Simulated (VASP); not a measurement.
# Si7O16 (a cell with a defect) in VASP: single point with PBE+D3(BJ)

Aim: the single point of Si7O16 (a cell with a defect) with PBE+D3(BJ).

All numbers are computed with VASP 6.6.1; they aren't measurements. Logs are shortened: lines on timing, memory, paths and dates and some standing lists are left out, and cuts for length are marked.

## (1) The cell of the first run

The cell holds a defect, 23 atoms: a = 5.877 Å, b = 5.877 Å, c = 5.320 Å, α = 90.00°, β = 90.00°, γ = 90.00°.

## (2) Single point, PBE+D3(BJ)

Input file INCAR:

```
SYSTEM = Si7O16
ALGO = Normal ; EDIFF = 1E-7
ENCUT = 520 ; GGA = PE
ISIF = 2 ; ISMEAR = -1
IVDW = 12 ; LASPH = .TRUE.
LCHARG = .FALSE. ; LREAL = Auto
LWAVE = .FALSE. ; NBANDS = 79
NELM = 80 ; PREC = Accurate
SIGMA = 0.05
```

Input file KPOINTS:

```
k-points
0
G
  2 2 3
  0 0 0
```

Input file POSCAR:

```
Si7O16
1.0
   -4.1560000000     -4.1560000000      0.0000000000
    4.1560000000     -4.1560000000      0.0000000000
    0.0000000000      0.0000000000      5.3202000000
Si O
7 16
Direct
    0.5000000000      0.5000000000      0.5000000000
    0.0000000000      0.5000000000      0.2498048946
    0.0000000000      0.5000000000      0.7501951054
    0.0000000000      0.0000000000      0.0000000000
    0.5000000000      0.0000000000      0.2478389910
    0.0000000000      0.0000000000      0.5000000000
    0.5000000000      0.0000000000      0.7521610090
    0.1867321944      0.5000000000      0.0000000000
    0.0000000000      0.1941246391      0.2513268298
    0.8132678056      0.5000000000      0.0000000000
    0.0000000000      0.8058753609      0.2513268298
    0.1939927815      0.5000000000      0.5000000000
    0.0000000000      0.1941246391      0.7486731702
    0.8060072185      0.5000000000      0.5000000000
    0.0000000000      0.8058753609      0.7486731702
    0.6964776227      0.0000000000      0.0000000000
    0.5000000000      0.7058640520      0.2657559866
    0.3035223773      0.0000000000      0.0000000000
    0.5000000000      0.2941359480      0.2657559866
    0.6991556785      0.0000000000      0.5000000000
    0.5000000000      0.7058640520      0.7342440134
    0.3008443215      0.0000000000      0.5000000000
    0.5000000000      0.2941359480      0.7342440134
```

Potentials or basis: VASP PAW PBE potentials, release 64 (Si, O).

Launch:

```bash
cat potpaw_PBE.64/Si/POTCAR potpaw_PBE.64/O/POTCAR > POTCAR
mpirun -np 1 vasp_std > vasp.out
```

OUTCAR:

```text
SYSTEM = Si7O16
   EDIFF = 1E-7
   ENCUT = 520
   GGA = PE
   ISIF = 2
   ISMEAR = -1
   IVDW = 12
   LASPH = .TRUE.
   LREAL = Auto
   NELM = 80
   PREC = Accurate
 IVDW          = 12

 ion  position               nearest neighbor table
   1  0.500  0.500  0.500-  17 1.74  19 1.74  21 1.74  23 1.74  12 1.80  14 1.80
   2  0.000  0.500  0.250-   8 1.72  10 1.72  12 1.75  14 1.75   9 1.80  11 1.80   3 2.66   3 2.66

   3  0.000  0.500  0.750-   8 1.72  10 1.72  12 1.75  14 1.75  13 1.80  15 1.80   2 2.66   2 2.66

   4  0.000  0.000  0.000-   9 1.76  11 1.76  13 1.76  15 1.76  16 1.78  18 1.78   6 2.66   6 2.66

   5  0.500  0.000  0.248-  17 1.73  19 1.73  18 1.75  16 1.75  20 1.78  22 1.78   7 2.64   7 2.68

   6  0.000  0.000  0.500-   9 1.75  11 1.75  13 1.75  15 1.75  20 1.77  22 1.77   4 2.66   4 2.66

   7  0.500  0.000  0.752-  21 1.73  23 1.73  16 1.75  18 1.75  22 1.78  20 1.78   5 2.64   5 2.68

   8  0.187  0.500  0.000-   2 1.72   3 1.72
   9  0.000  0.194  0.251-   6 1.75   4 1.76   2 1.80
  10  0.813  0.500  0.000-   2 1.72   3 1.72
  11  0.000  0.806  0.251-   6 1.75   4 1.76   2 1.80
  12  0.194  0.500  0.500-   2 1.75   3 1.75   1 1.80
  13  0.000  0.194  0.749-   6 1.75   4 1.76   3 1.80
  14  0.806  0.500  0.500-   2 1.75   3 1.75   1 1.80
  15  0.000  0.806  0.749-   6 1.75   4 1.76   3 1.80
  16  0.696  0.000  0.000-   5 1.75   7 1.75   4 1.78
  17  0.500  0.706  0.266-   5 1.73   1 1.74
  18  0.304  0.000  0.000-   5 1.75   7 1.75   4 1.78
  19  0.500  0.294  0.266-   5 1.73   1 1.74
  20  0.699  0.000  0.500-   6 1.77   5 1.78   7 1.78
  21  0.500  0.706  0.734-   7 1.73   1 1.74
  22  0.301  0.000  0.500-   6 1.77   5 1.78   7 1.78
  23  0.500  0.294  0.734-   7 1.73   1 1.74

  LATTYP: Found a simple tetragonal cell.
 ALAT       =     5.8774715652
 C/A-ratio  =     0.9051851533

  Lattice vectors:

 A1 = (  -4.1560000000,  -4.1560000000,   0.0000000000)
 A2 = (   4.1560000000,  -4.1560000000,   0.0000000000)
 A3 = (   0.0000000000,   0.0000000000,   5.3202000000)

Analysis of symmetry for initial positions (statically):
=====================================================================
 Subroutine PRICEL returns:
 Original cell was already a primitive cell.

 Routine SETGRP: Setting up the symmetry group for a
 simple tetragonal supercell.

 Subroutine GETGRP returns: Found  8 space group operations
 (whereof  8 operations were pure point group operations)
 out of a pool of 16 trial point group operations.

The static configuration has the point symmetry D_2h.

Analysis of symmetry for dynamics (positions and initial velocities):
=====================================================================
 Subroutine PRICEL returns:
 Original cell was already a primitive cell.

 Routine SETGRP: Setting up the symmetry group for a
 simple tetragonal supercell.

 Subroutine GETGRP returns: Found  8 space group operations
 (whereof  8 operations were pure point group operations)
 out of a pool of 16 trial point group operations.

The dynamic configuration has the point symmetry D_2h.

 Subroutine INISYM returns: Found  8 space group operations
 (whereof  8 operations are pure point group operations),
 and found     1 'primitive' translations

----------------------------------------------------------------------------------------

                                     Primitive cell

  volume of cell :     183.7846

  direct lattice vectors                    reciprocal lattice vectors
    -4.156000000 -4.156000000  0.000000000    -0.120307988 -0.120307988  0.000000000
     4.156000000 -4.156000000  0.000000000     0.120307988 -0.120307988  0.000000000
     0.000000000  0.000000000  5.320200000     0.000000000  0.000000000  0.187962859

  length of vectors
     5.877471565  5.877471565  5.320200000     0.170141189  0.170141189  0.187962859

  position of ions in fractional coordinates (direct lattice)
     0.500000000  0.500000000  0.500000000
     0.000000000  0.500000000  0.249804895
     0.000000000  0.500000000  0.750195105
     0.000000000  0.000000000  0.000000000
     0.500000000  0.000000000  0.247838991
     0.000000000  0.000000000  0.500000000
[... 15 lines left out ...]
     0.300844322  0.000000000  0.500000000
     0.500000000  0.294135948  0.734244013

  ion indices of the primitive-cell ions
   primitive index   ion index
                 1           1
                 2           2
                 3           3
                 4           4
                 5           5
                 6           6
[... 15 lines left out ...]
                22          22
                23          23

----------------------------------------------------------------------------------------

 KPOINTS: k-points

Automatic generation of k-mesh.
 Grid dimensions read from file:
 generate k-points for:    2    2    3

 Generating k-lattice:

  Cartesian coordinates                     Fractional coordinates (reciprocal lattice)
    -0.060153994 -0.060153994  0.000000000     0.500000000  0.000000000  0.000000000
     0.060153994 -0.060153994  0.000000000     0.000000000  0.500000000  0.000000000
     0.000000000  0.000000000  0.062654286     0.000000000  0.000000000  0.333333333

  Length of vectors
     0.085070594  0.085070594  0.062654286

  Shift w.r.t. Gamma in fractional coordinates (k-lattice)
     0.000000000  0.000000000  0.000000000

 Subroutine IBZKPT returns following result:
 ===========================================

 Found      8 irreducible k-points:

 Following reciprocal coordinates:
            Coordinates               Weight
  0.000000  0.000000  0.000000      1.000000
  0.500000  0.000000  0.000000      1.000000
  0.000000  0.500000  0.000000      1.000000
  0.500000  0.500000  0.000000      1.000000
  0.000000  0.000000  0.333333      2.000000
  0.500000  0.000000  0.333333      2.000000
  0.000000  0.500000  0.333333      2.000000
  0.500000  0.500000  0.333333      2.000000
   k-points           NKPTS =      8   k-points in BZ     NKDIM =      8   number of bands    NBANDS=     79
   number of dos      NEDOS =    301   number of ions     NIONS =     23
   total plane-waves  NPLWV =  92160
   dimension x,y,z NGX =    48 NGY =   48 NGZ =   40
   dimension x,y,z NGXF=    96 NGYF=   96 NGZF=   80
   ions per type =               7  16
   NGX,Y,Z   is equivalent  to a cutoff of  13.58, 13.58, 12.50 a.u.
   NGXF,Y,Z  is equivalent  to a cutoff of  27.15, 27.15, 25.00 a.u.
 SYSTEM =  Si7O16
   PREC   = accura    normal or accurate (medium, high low for compatibility)
   ISTART =      0    job   : 0-new  1-cont  2-samecut
   ICHARG =      2    charge: 1-file 2-atom 10-const
   ISPIN  =      1    spin polarized calculation?
   LNONCOLLINEAR =      F non collinear calculations
   LSORBIT =      F    spin-orbit coupling
   LASPH  =      T    aspherical Exc in radial PAW
   ENCUT  =  520.0 eV  38.22 Ry    6.18 a.u.  10.93 10.93  9.89*2*pi/ulx,y,z
   NELM   =     80;   NELMIN=  2; NELMDL= -5     # of ELM steps
   EDIFF  = 0.1E-06   stopping-criterion for ELM
   LREAL  =      T    real-space projection
   EDIFFG = 0.1E-05   stopping-criterion for IOM
   NSW    =      0    number of steps for IOM
   IBRION =     -1    ionic relax: 0-MD 1-quasi-New 2-CG
   NFREE  =      0    steps in history (QN), initial steepest desc. (CG)
   ISIF   =      2    stress and relaxation
   ISYM   =      2    0-nonsym 1-usesym 2-fastsym
   POTIM  = 0.5000    time-step for ionic-motion
   TEBEG  =    0.0;   TEEND  =   0.0 temperature during run
   PSTRESS=    0.0 pullay stress
   NELECT =     124.0000    total number of electrons
   NUPDOWN=      -1.0000    fix difference up-down
   EMIN   =  10.00;   EMAX   =-10.00  energy-range for DOS
   EFERMI =   0.00;   METHOD = LEGACY
   ISMEAR =    -1;   SIGMA  =   0.05  broadening in eV -4-tet -1-fermi 0-gaus
   EFERMI_NEDOS =   21; number of points for ismear=-14 and -15
   IALGO  =     38    algorithm
   IMIX   =      4    mixing-type and parameters
     AMIX     =   0.40;   BMIX     =  1.00
     AMIX_MAG =   1.60;   BMIX_MAG =  1.00
  volume/ion in A,a.u.               =       7.99        53.92
  Fermi-wavevector in a.u.,A,eV,Ry     =   1.435861  2.713384 28.051086  2.061697
  Thomas-Fermi vector in A             =   2.555113
   LORBIT       =      0    0 simple, 1 ext, 2 COOP (PROOUT), +10 PAW based schemes
   GGA     = PE    functional components
   LHFCALC =     F    Hartree Fock is set to
   AEXX    =    0.0000 exact exchange contribution
   IVDW    =    12    specifies the selected vdW correction
   LEPSILON=     F    determine dielectric tensor
   LRPA    =     F    only Hartree local field effects (RPA)
 non-spin polarized calculation
  energy-cutoff  :      520.00
  volume of cell :      183.78
 maximum number of plane-waves:      4996
 NGX is ok and might be reduce to    48
   NGX = 21   NGY = 21   NGZ = 19

 number of electron     123.9999926 magnetization

 Free energy of the ion-electron system (eV)
  ---------------------------------------------------
  ext. energy  EPLUGINS =         0.00000000
  ---------------------------------------------------
  free energy    TOTEN  =      -165.50840820 eV

  energy without entropy =     -165.39980685  energy(sigma->0) =     -165.45410752

 E-fermi :   6.5293     XC(G=0): -12.0300

 val. band max:        6.5063045873   @ k =   0.5000   0.5000   0.0000
 cond. band min:       6.5492862738   @ k =   0.0000   0.0000   0.0000
 fundamental gap:      0.0429816865
 Fermi energy:         6.5293247655

 k-point     1 :       0.0000    0.0000    0.0000
  band No.  band energies     occupation
      1     -15.5579      2.00000
      2     -13.9034      2.00000
      3     -13.2998      2.00000
      4     -13.0318      2.00000
      5     -12.8732      2.00000
      6     -12.5166      2.00000
[... 66 lines left out ...]
     73      16.9475      0.00000
     74      17.4871      0.00000
[... 537 lines left out ...]
     73      17.4482      0.00000
     74      17.6275      0.00000
 [bands above 74 left out]

------------------------ aborting loop because EDIFF is reached ----------------------------------------

 Edisp (eV)   -4.98213

 E8    (eV) :    -1.6825

  FORCE on cell =-STRESS in cart. coord.  units (eV):
  Direction    XX          YY          ZZ          XY          YZ          ZX
  --------------------------------------------------------------------------------------
  -------------------------------------------------------------------------------------
  Total      11.92626    11.92626    14.11648     0.53969     0.00000     0.00000
  in kB     103.96950   103.96950   123.06311     4.70488     0.00000     0.00000
  external pressure =      110.33 kB  Pullay stress =        0.00 kB

 VOLUME and BASIS-vectors are now :
 -----------------------------------------------------------------------------
  energy-cutoff  :      520.00
  volume of cell :      183.78
      direct lattice vectors                 reciprocal lattice vectors
    -4.156000000 -4.156000000  0.000000000    -0.120307988 -0.120307988  0.000000000
     4.156000000 -4.156000000  0.000000000     0.120307988 -0.120307988  0.000000000
     0.000000000  0.000000000  5.320200000     0.000000000  0.000000000  0.187962859

 POSITION                                       TOTAL-FORCE (eV/Angst)
 -----------------------------------------------------------------------------------
      0.00000     -4.15600      2.66010        -0.000000     -0.000000     -0.000000
      2.07800     -2.07800      1.32901        -0.000000     -0.000000      0.046092
      2.07800     -2.07800      3.99119        -0.000000     -0.000000     -0.046092
      0.00000      0.00000      0.00000        -0.000000     -0.000000     -0.000000
     -2.07800     -2.07800      1.31855        -0.000000     -0.000000     -0.015430
      0.00000      0.00000      2.66010        -0.000000     -0.000000     -0.000000
[... 15 lines left out ...]
     -1.25031     -1.25031      2.66010         0.003680      0.003680     -0.000000
     -0.85557     -3.30043      3.90633         0.006632     -0.006632      0.002911
 -----------------------------------------------------------------------------------
    total drift:                                0.000000     -0.000000     -0.000000

  FREE ENERGIE OF THE ION-ELECTRON SYSTEM (eV)
  ---------------------------------------------------
  free  energy   TOTEN  =      -170.4905413302 eV

  energy  without entropy=     -170.3819399757  energy(sigma->0) =     -170.43624065
```

Run time: 5.7 min. Hardware: 1 thread of Intel Xeon 8259CL, shared host; peak memory 0.31 GiB.

What came out:

```
Free energy                : -170.4905 eV
Pressure                   : 11.0 GPa
Largest force              : 0.053 eV/Å
Band gap on the k mesh     : zero (bands 62 and 63 overlap by 0.16 eV)
Dispersion energy per atom : -0.217 eV
```

Forces in eV/Å, atoms in the order of the input:
```
Si   0.000  0.000  0.000
Si   0.000  0.000  0.046
Si   0.000  0.000 -0.046
Si   0.000  0.000  0.000
Si   0.000  0.000 -0.015
Si   0.000  0.000  0.000
Si   0.000  0.000  0.015
O   -0.038 -0.038  0.000
O    0.015 -0.015 -0.001
O    0.038  0.038  0.000
O   -0.015  0.015 -0.001
O   -0.009 -0.009  0.000
O    0.015 -0.015  0.001
O    0.009  0.009  0.000
O   -0.015  0.015  0.001
O   -0.006 -0.006  0.000
O   -0.007  0.007 -0.003
O    0.006  0.006  0.000
O    0.007 -0.007 -0.003
O   -0.004 -0.004  0.000
O   -0.007  0.007  0.003
O    0.004  0.004  0.000
O    0.007 -0.007  0.003
```

Levels at points of the mesh, in eV from the Fermi level:
| k point | band 60 | band 61 | band 62 | band 63 | band 64 | band 65 |
| --- | --- | --- | --- | --- | --- | --- |
| (0.00, 0.00, 0.00) | -0.10 | -0.08 | 0.02 | 0.20 | 0.68 | 6.71 |
| (0.50, 0.00, 0.00) | -0.26 | -0.10 | -0.08 | -0.06 | 0.07 | 7.68 |
| (0.00, 0.50, 0.00) | -0.54 | -0.46 | -0.18 | 0.27 | 0.30 | 7.42 |
| (0.50, 0.50, 0.00) | -0.32 | -0.21 | -0.02 | 0.09 | 0.29 | 8.36 |

Caveat: the k points lie up to 0.53 Å⁻¹ apart.
